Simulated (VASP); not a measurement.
# Au (Fm-3m) in VASP: a series of runs

The runs below take Au through relaxation of cell and atoms, single point, with PBEsol.

Program: VASP 6.6.1. These are calculated values, not measurements. Logs are shortened: lines on timing, memory, paths and dates and some standing lists are left out, and cuts for length are marked.

## 1. The cell of the first run

It takes space group Fm-3m (No. 225, cubic). Conventional cell: a = 4.088 Å, b = 4.088 Å, c = 4.088 Å, α = 90.00°, β = 90.00°, γ = 90.00°. Au (site symmetry m-3m) has 12 Au at 2.89 Å within 3.8 Å.

## 2. Relaxation of cell and atoms, PBEsol

Contents of INCAR:

```
  PREC = Accurate
  ENCUT = 600
  EDIFF = 1E-6
  ISMEAR = 0
  SIGMA = 0.1
  LREAL = False
  LASPH = True
  NELM = 60
  ALGO = Fast
  ISIF = 3
  LWAVE = False
  LCHARG = False
  GGA = PS
  IBRION = 2
  NSW = 100
  EDIFFG = -0.005
```

Contents of KPOINTS:

```
regular mesh
0
Gamma
  18 18 18
```

Contents of POSCAR:

```
Au
1.0
    0.0000000000      2.0439732163      2.0439732163
    2.0439732163      0.0000000000      2.0439732163
    2.0439732163      2.0439732163      0.0000000000
Au
1
Direct
    0.0000000000      0.0000000000      0.0000000000
```

Potentials or basis: VASP PAW PBE potentials, release 64 (Au).

Run with:

```sh
$ cat potpaw_PBE.64/Au/POTCAR > POTCAR
$ mpirun -np 1 vasp_std > vasp.out
```

OUTCAR:

```text
PREC = Accurate
   ENCUT = 600
   EDIFF = 1E-6
   ISMEAR = 0
   LREAL = False
   LASPH = True
   NELM = 60
   ISIF = 3
   GGA = PS
   IBRION = 2
   NSW = 100
   EDIFFG = -0.005

 ion  position               nearest neighbor table
   1  0.000  0.000  0.000-

  LATTYP: Found a face centered cubic cell.
 ALAT       =     4.0879464326

  Lattice vectors:

 A1 = (   0.0000000000,   2.0439732163,   2.0439732163)
 A2 = (   2.0439732163,   0.0000000000,   2.0439732163)
 A3 = (   2.0439732163,   2.0439732163,   0.0000000000)

Analysis of symmetry for initial positions (statically):
=====================================================================
 Subroutine PRICEL returns:
 Original cell was already a primitive cell.

 Routine SETGRP: Setting up the symmetry group for a
 face centered cubic supercell.

 Subroutine GETGRP returns: Found 48 space group operations
 (whereof 48 operations were pure point group operations)
 out of a pool of 48 trial point group operations.

The static configuration has the point symmetry O_h .

Analysis of symmetry for dynamics (positions and initial velocities):
=====================================================================
 Subroutine PRICEL returns:
 Original cell was already a primitive cell.

 Routine SETGRP: Setting up the symmetry group for a
 face centered cubic supercell.

 Subroutine GETGRP returns: Found 48 space group operations
 (whereof 48 operations were pure point group operations)
 out of a pool of 48 trial point group operations.

The dynamic configuration has the point symmetry O_h .

 Subroutine INISYM returns: Found 48 space group operations
 (whereof 48 operations are pure point group operations),
 and found     1 'primitive' translations

----------------------------------------------------------------------------------------

                                     Primitive cell

  volume of cell :      17.0787

  direct lattice vectors                    reciprocal lattice vectors
     0.000000000  2.043973216  2.043973216    -0.244621601  0.244621601  0.244621601
     2.043973216  0.000000000  2.043973216     0.244621601 -0.244621601  0.244621601
     2.043973216  2.043973216  0.000000000     0.244621601  0.244621601 -0.244621601

  length of vectors
     2.890614644  2.890614644  2.890614644     0.423697041  0.423697041  0.423697041

  position of ions in fractional coordinates (direct lattice)
     0.000000000  0.000000000  0.000000000

  ion indices of the primitive-cell ions
   primitive index   ion index
                 1           1

----------------------------------------------------------------------------------------

 KPOINTS: regular mesh

Automatic generation of k-mesh.
 Grid dimensions read from file:
 generate k-points for:   18   18   18

 Generating k-lattice:

  Cartesian coordinates                     Fractional coordinates (reciprocal lattice)
    -0.013590089  0.013590089  0.013590089     0.055555556  0.000000000  0.000000000
     0.013590089 -0.013590089  0.013590089     0.000000000  0.055555556  0.000000000
     0.013590089  0.013590089 -0.013590089     0.000000000  0.000000000  0.055555556

  Length of vectors
     0.023538725  0.023538725  0.023538725

  Shift w.r.t. Gamma in fractional coordinates (k-lattice)
     0.000000000  0.000000000  0.000000000

 Subroutine IBZKPT returns following result:
 ===========================================

 Found    195 irreducible k-points:

 Following reciprocal coordinates:
            Coordinates               Weight
  0.000000  0.000000  0.000000      1.000000
  0.055556  0.000000  0.000000      8.000000
  0.111111  0.000000  0.000000      8.000000
  0.166667  0.000000  0.000000      8.000000
  0.222222  0.000000  0.000000      8.000000
  0.277778  0.000000  0.000000      8.000000
[... 16 lines left out ...]
 -0.277778  0.055556  0.000000     24.000000
 -0.222222  0.055556  0.000000     24.000000
 [... further k-points ...]
   k-points           NKPTS =    195   k-points in BZ     NKDIM =    195   number of bands    NBANDS=      9
   number of dos      NEDOS =    301   number of ions     NIONS =      1
   total plane-waves  NPLWV =  13824
   dimension x,y,z NGX =    24 NGY =   24 NGZ =   24
   dimension x,y,z NGXF=    48 NGYF=   48 NGZF=   48
   ions per type =               1
   NGX,Y,Z   is equivalent  to a cutoff of  13.80, 13.80, 13.80 a.u.
   NGXF,Y,Z  is equivalent  to a cutoff of  27.61, 27.61, 27.61 a.u.
 SYSTEM =  unknown system
   PREC   = accura    normal or accurate (medium, high low for compatibility)
   ISTART =      0    job   : 0-new  1-cont  2-samecut
   ICHARG =      2    charge: 1-file 2-atom 10-const
   ISPIN  =      1    spin polarized calculation?
   LNONCOLLINEAR =      F non collinear calculations
   LSORBIT =      F    spin-orbit coupling
   LASPH  =      T    aspherical Exc in radial PAW
   ENCUT  =  600.0 eV  44.10 Ry    6.64 a.u.   5.77  5.77  5.77*2*pi/ulx,y,z
   NELM   =     60;   NELMIN=  2; NELMDL= -5     # of ELM steps
   EDIFF  = 0.1E-05   stopping-criterion for ELM
   LREAL  =      F    real-space projection
   EDIFFG = -.5E-02   stopping-criterion for IOM
   NSW    =    100    number of steps for IOM
   IBRION =      2    ionic relax: 0-MD 1-quasi-New 2-CG
   NFREE  =      1    steps in history (QN), initial steepest desc. (CG)
   ISIF   =      3    stress and relaxation
   ISYM   =      2    0-nonsym 1-usesym 2-fastsym
   POTIM  = 0.5000    time-step for ionic-motion
   TEBEG  =    0.0;   TEEND  =   0.0 temperature during run
   PSTRESS=    0.0 pullay stress
   NELECT =      11.0000    total number of electrons
   NUPDOWN=      -1.0000    fix difference up-down
   EMIN   =  10.00;   EMAX   =-10.00  energy-range for DOS
   EFERMI =   0.00;   METHOD = LEGACY
   ISMEAR =     0;   SIGMA  =   0.10  broadening in eV -4-tet -1-fermi 0-gaus
   EFERMI_NEDOS =   21; number of points for ismear=-14 and -15
   IALGO  =     68    algorithm
   IMIX   =      4    mixing-type and parameters
     AMIX     =   0.40;   BMIX     =  1.00
     AMIX_MAG =   1.60;   BMIX_MAG =  1.00
  volume/ion in A,a.u.               =      17.08       115.25
  Fermi-wavevector in a.u.,A,eV,Ry     =   1.413797  2.671690 27.195641  1.998823
  Thomas-Fermi vector in A             =   2.535406
   LORBIT       =      0    0 simple, 1 ext, 2 COOP (PROOUT), +10 PAW based schemes
   GGA     = PS    functional components
   LHFCALC =     F    Hartree Fock is set to
   AEXX    =    0.0000 exact exchange contribution
   IVDW    =     0    specifies the selected vdW correction
   LEPSILON=     F    determine dielectric tensor
   LRPA    =     F    only Hartree local field effects (RPA)
 conjugate gradient relaxation of ions
 non-spin polarized calculation
 RMM-DIIS sequential band-by-band and
 Gauss-broadening in eV      SIGMA  =   0.10
  energy-cutoff  :      600.00
  volume of cell :       17.08
 maximum number of plane-waves:       588
   NGX = 11   NGY = 11   NGZ = 11

--------------------------------------- Ionic step        1  -------------------------------------------

 number of electron      11.0000000 magnetization

 Free energy of the ion-electron system (eV)
  ---------------------------------------------------
  ext. energy  EPLUGINS =         0.00000000
  ---------------------------------------------------
  free energy    TOTEN  =        -3.92482951 eV

  energy without entropy =       -3.92341691  energy(sigma->0) =       -3.92412321

------------------------ aborting loop because EDIFF is reached ----------------------------------------

  FORCE on cell =-STRESS in cart. coord.  units (eV):
  Direction    XX          YY          ZZ          XY          YZ          ZX
  --------------------------------------------------------------------------------------
  -------------------------------------------------------------------------------------
  Total       -0.0699196     -0.0699196     -0.0699196     -0.0000000      0.0000000      0.0000000
  in kB       -6.5592488     -6.5592488     -6.5592488     -0.0000000      0.0000000      0.0000000
  external PRESSURE =      -6.5592488 kB  Pullay stress =       0.0000000 kB

 VOLUME and BASIS-vectors are now :
 -----------------------------------------------------------------------------
  energy-cutoff  :      600.00
  volume of cell :       17.08
      direct lattice vectors                 reciprocal lattice vectors
     0.000000000  2.043973216  2.043973216    -0.244621601  0.244621601  0.244621601
     2.043973216  0.000000000  2.043973216     0.244621601 -0.244621601  0.244621601
     2.043973216  2.043973216  0.000000000     0.244621601  0.244621601 -0.244621601
[... 36 lines left out ...]
 POSITION                                       TOTAL-FORCE (eV/Angst)
 -----------------------------------------------------------------------------------
      4.07416      4.07416      4.07416        -0.000000     -0.000000      0.000000
 -----------------------------------------------------------------------------------
    total drift:                               -0.000000     -0.000000      0.000000

  FREE ENERGIE OF THE ION-ELECTRON SYSTEM (eV)
  ---------------------------------------------------
  free  energy   TOTEN  =        -3.9246728499 eV

  energy  without entropy=       -3.9232336543  energy(sigma->0) =       -3.92395325

--------------------------------------- Ionic step        3  -------------------------------------------

 number of electron      11.0000000 magnetization

 Free energy of the ion-electron system (eV)
  ---------------------------------------------------
  ext. energy  EPLUGINS =         0.00000000
  ---------------------------------------------------
  free energy    TOTEN  =        -3.92499749 eV

  energy without entropy =       -3.92357285  energy(sigma->0) =       -3.92428517

 E-fermi :   9.2848     XC(G=0): -12.8971

 val. band max:        9.2820925586   @ k =   0.5000   0.1667   0.0556
 cond. band min:       9.2901673579   @ k =   0.5000   0.2778   0.1111
 fundamental gap:      0.0080747993
 Fermi energy:         9.2848271869

 k-point     1 :       0.0000    0.0000    0.0000
  band No.  band energies     occupation
      1      -0.6293      2.00000
      2       4.6252      2.00000
      3       4.6252      2.00000
      4       4.6252      2.00000
      5       6.1612      2.00000
      6       6.1612      2.00000
      7      23.8110      0.00000
      8      27.8181      0.00000
      9      27.8181      0.00000

 k-point     2 :       0.0556    0.0000    0.0000
  band No.  band energies     occupation
      1      -0.5211      2.00000
      2       4.5889      2.00000
      3       4.6629      2.00000
      4       4.6629      2.00000
      5       6.1437      2.00000
      6       6.1437      2.00000
      7      23.9408      0.00000
      8      27.1005      0.00000
      9      27.9479      0.00000
[... 253 lines left out ...]
 k-point    24 :      -0.2222    0.0556    0.0000
  band No.  band energies     occupation
      1       1.1763      2.00000
      2       4.3466      2.00000
      3       4.9325      2.00000
      4       4.9718      2.00000
      5       6.0628      2.00000
      6       6.5485      2.00000
      7      20.8758      0.00000
      8      24.9028      0.00000
      9      27.8440      0.00000

 [... further k-points ...]

------------------------ aborting loop because EDIFF is reached ----------------------------------------

  FORCE on cell =-STRESS in cart. coord.  units (eV):
  Direction    XX          YY          ZZ          XY          YZ          ZX
  --------------------------------------------------------------------------------------
  -------------------------------------------------------------------------------------
  Total        0.0008360      0.0008360      0.0008360      0.0000000      0.0000000      0.0000000
  in kB        0.0787690      0.0787690      0.0787690      0.0000000      0.0000000      0.0000000
  external PRESSURE =       0.0787690 kB  Pullay stress =       0.0000000 kB

 VOLUME and BASIS-vectors are now :
 -----------------------------------------------------------------------------
  energy-cutoff  :      600.00
  volume of cell :       17.01
      direct lattice vectors                 reciprocal lattice vectors
    -0.000000000  2.041028707  2.041028707    -0.244974506  0.244974506  0.244974506
     2.041028707  0.000000000  2.041028707     0.244974506 -0.244974506  0.244974506
     2.041028707  2.041028707 -0.000000000     0.244974506  0.244974506 -0.244974506

 POSITION                                       TOTAL-FORCE (eV/Angst)
 -----------------------------------------------------------------------------------
      0.00000      0.00000      0.00000         0.000000      0.000000      0.000000
 -----------------------------------------------------------------------------------
    total drift:                               -0.000000     -0.000000      0.000000

  FREE ENERGIE OF THE ION-ELECTRON SYSTEM (eV)
  ---------------------------------------------------
  free  energy   TOTEN  =        -3.9249974867 eV

  energy  without entropy=       -3.9235728532  energy(sigma->0) =       -3.92428517

 reached required accuracy - stopping structural energy minimisation
```

Run time: 20 s. Hardware: 1 thread of Intel Xeon 6975P-C (Granite Rapids), shared host; peak memory 0.17 GiB.

What came out:

```yaml
Free_energy: -3.9250 eV
Relaxed_volume: 17.01 Å³/atom
Relaxed_cell: a = 2.886 Å, b = 2.886 Å, c = 2.886 Å, α = 60.00°, β = 60.00°, γ = 60.00°
Space_group_after_relaxing_to_0.05_Å: Fm-3m (No. 225)
Energy_gained_by_relaxing: 0.2 meV/atom
Ionic_steps: 3
Pressure_after_relaxing: 0.0 GPa
```

Step by step:
```tsv
step	energy change (eV)	largest force (eV/Å)	pressure (GPa)	volume (Å³)
1	0.0000	0.0000	-0.66	17.08
2	0.0002	0.0000	1.05	16.91
3	-0.0002	0.0000	0.01	17.01
```

Final structure:
```xyz
1
Lattice="0.0000 2.0410 2.0410 2.0410 0.0000 2.0410 2.0410 2.0410 0.0000" Properties=species:S:1:pos:R:3 pbc="T T T"
Au    0.0000    0.0000    0.0000
```

Levels at points of the mesh, in eV from the Fermi level:
```tsv
k point	band 2	band 3	band 4	band 5	band 6	band 7	band 8	band 9
(0.00, 0.00, 0.00)	-4.66	-4.66	-4.66	-3.12	-3.12	14.53	18.53	18.53
(0.50, 0.00, 0.00)	-4.70	-4.70	-1.92	-1.92	-1.01	3.10	13.97	17.14
(0.50, 0.50, 0.00)	-6.74	-1.96	-1.59	-1.59	0.98	5.79	9.99	9.99
```

Caveat: the PAW data sets were made with another functional, which shifts forces and pressure a little; spin-orbit coupling is left out, which moves the levels of the heavy elements.

## 3. Single point, PBEsol

This run uses another cell than the first one, of 13.98 Å³/atom, 0.819 times its volume.

Contents of INCAR:

```
PREC = Accurate ; ENCUT = 520
EDIFF = 1E-6 ; ISMEAR = 0
SIGMA = 0.1 ; LREAL = False
LASPH = True ; NELM = 60
ALGO = Fast ; ISIF = 2
LWAVE = False ; LCHARG = False
GGA = PS ; NBANDS = 12
```

KPOINTS is that of step 2.

Contents of POSCAR:

```
Au
1.0
    0.0000000000      1.9121738357      1.9121738357
    1.9121738357      0.0000000000      1.9121738357
    1.9121738357      1.9121738357      0.0000000000
Au
1
Direct
    0.0000000000      0.0000000000      0.0000000000
```

Potentials or basis: VASP PAW PBE potentials, release 64 (Au).

Run with:

```sh
$ cat potpaw_PBE.64/Au/POTCAR > POTCAR
$ mpirun -np 1 vasp_std > vasp.out
```

It took 14 s on 1 thread of Intel Xeon Platinum 8559C (Emerald Rapids), shared host; peak memory 0.14 GiB.

The run converged. Its results:

* Free energy: -3.4693 eV
* Pressure: 59.7 GPa

Levels at points of the mesh, in eV from the Fermi level:
| k point | band 2 | band 3 | band 4 | band 5 | band 6 | band 7 | band 8 | band 9 | band 10 | band 11 |
| --- | --- | --- | --- | --- | --- | --- | --- | --- | --- | --- |
| (0.00, 0.00, 0.00) | -6.02 | -6.02 | -6.02 | -3.86 | -3.86 | 13.90 | 19.06 | 19.06 | 19.06 | 24.63 |
| (0.50, 0.00, 0.00) | -6.09 | -6.09 | -2.16 | -2.16 | -2.11 | 4.20 | 13.40 | 18.39 | 18.39 | 28.04 |
| (0.50, 0.50, 0.00) | -8.88 | -2.21 | -1.70 | -1.70 | 0.28 | 7.48 | 10.39 | 10.39 | 19.36 | 22.72 |

Caveat: the PAW data sets were made with another functional, which shifts forces and pressure a little; spin-orbit coupling is left out, which moves the levels of the heavy elements.

## 4. Single point, PBEsol

This run uses another cell than the first one, of 15.08 Å³/atom, 0.883 times its volume.

Contents of INCAR:

```
SYSTEM = Au
PREC     = Accurate       ! precision mode
ENCUT    = 520            ! plane-wave cutoff, eV
EDIFF    = 1E-7           ! SCF threshold, eV
ISMEAR   = 0              ! smearing method
SIGMA    = 0.1            ! smearing width, eV
LREAL    = .False.        ! projectors in reciprocal space
LASPH    = .True.         ! aspherical terms in the spheres
NELM     = 60             ! most SCF steps
ALGO     = Normal         ! electronic algorithm
ISIF     = 2              ! what is computed and relaxed
LWAVE    = .False.        ! write WAVECAR
LCHARG   = .False.        ! write CHGCAR
GGA      = PS             ! functional
NBANDS   = 12             ! bands
```

Contents of KPOINTS:

```
Automatic mesh
0
Gamma
  18 18 18
  0 0 0
```

Contents of POSCAR:

```
Au
1.0
    0.0000000000      1.9609186984      1.9609186984
    1.9609186984      0.0000000000      1.9609186984
    1.9609186984      1.9609186984      0.0000000000
Au
1
Direct
    0.0000000000      0.0000000000      0.0000000000
```

Run with:

```sh
$ cat potpaw_PBE.64/Au/POTCAR > POTCAR
$ mpirun -np 1 vasp_std > vasp.out
```

It took 14 s on 1 thread of Intel Xeon Platinum 8559C (Emerald Rapids), shared host; peak memory 0.16 GiB.

Results (log left out):

- Free energy: -3.7684 eV
- Pressure: 29.6 GPa

Levels at points of the mesh, in eV from the Fermi level:
| k point | band 4 | band 5 | band 6 | band 7 | band 8 | band 9 |
| --- | --- | --- | --- | --- | --- | --- |
| (0.00, 0.00, 0.00) | -5.44 | -3.55 | -3.55 | 14.21 | 18.92 | 18.92 |
| (0.50, 0.00, 0.00) | -2.06 | -2.06 | -1.66 | 3.74 | 13.68 | 17.94 |
| (0.50, 0.50, 0.00) | -1.65 | -1.65 | 0.56 | 6.78 | 10.25 | 10.25 |

Caveat: the PAW data sets were made with another functional, which shifts forces and pressure a little; spin-orbit coupling is left out, which moves the levels of the heavy elements.

## 5. The runs side by side

```csv
task,cell,cutoff (eV),gap on the mesh (eV),pressure (GPa)
relaxation of cell and atoms,"relaxed from a = 2.891 Å, angles 60.0°, 1 atom",600,none,0.0
single point,"a = 2.704 Å, angles 60.0°, 1 atom",520,none,59.7
single point,"a = 2.773 Å, angles 60.0°, 1 atom",520,none,29.6
```

Alike in all rows: level PBEsol; potentials or basis VASP PAW PBE potentials, release 64 (Au); no spin polarisation; k mesh 18 × 18 × 18; smearing gaussian 0.1 eV.

Caveats: the PAW data sets were made with another functional, which shifts forces and pressure a little; spin-orbit coupling is left out, which moves the levels of the heavy elements.

Absolute energies hang on the potentials; compare differences alone.
